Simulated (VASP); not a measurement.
Set up this calculation in VASP 6.6.1, as the native input.

```
Task                   : single point
Functional             : LDA
Potentials or basis    : VASP PAW LDA potentials, release 64 (V_sv, Ru_pv)
Cutoff                 : 500 eV
k mesh                 : 3 × 3 × 3
Occupations            : methfessel-paxton, width 0.1 eV
Spin                   : collinear spin, ferromagnetic start
Starting moments       : [1.5, 0.0] μB
Dipole correction      : no
Further INCAR settings : ALGO = Normal; EDIFF = 1e-06; NBANDS = 24
```

The structure of VRu lies in POSCAR:

```
VRu
1.0
    2.9900000000      0.0000000000      0.0000000000
    0.0000000000      2.9900000000      0.0000000000
    0.0000000000      0.0000000000      2.9900000000
V Ru
1 1
Direct
    0.5000000000      0.5000000000      0.5000000000
    0.0000000000      0.0000000000      0.0000000000
```

The input as run:

INCAR

```
SYSTEM = VRu
ALGO = Normal
EDIFF = 1E-6
ENCUT = 500
GGA_COMPAT = .FALSE.
ISIF = 2
ISMEAR = 1
ISPIN = 2
LASPH = .TRUE.
LCHARG = .TRUE.
LELF = .TRUE.
LMAXMIX = 4
LORBIT = 11
LREAL = .FALSE.
LVHAR = .TRUE.
LWAVE = .FALSE.
MAGMOM = 1.5 0
NBANDS = 24
NELM = 200
PREC = Accurate
SIGMA = 0.1
```

KPOINTS

```
k-points
0
G
  3 3 3
  0 0 0
```

Potentials or basis: VASP PAW LDA potentials, release 64 (V_sv, Ru_pv).

The run is started by

```console
$ cat potpaw_LDA.64/V_sv/POTCAR potpaw_LDA.64/Ru_pv/POTCAR > POTCAR
$ mpirun -np 1 vasp_std > vasp.out
```

It gave:

```yaml
Pressure: -10.3 GPa
Net_moment: 0.58 μB per cell
Site_moments: V +0.58; Ru -0.07 μB
Valence_electrons_inside_the_program's_atomic_spheres: V 11.60; Ru 12.74
```

Caveat: the k points lie up to 0.70 Å⁻¹ apart; an empty level that is flat over the whole mesh can mark a ghost state of the potentials, or a narrow d or f band.

Wall time 3.9 s on 1 thread of Intel(R) Xeon(R) 6975P-C (Granite Rapids), on a shared host, peak memory 0.13 GiB.
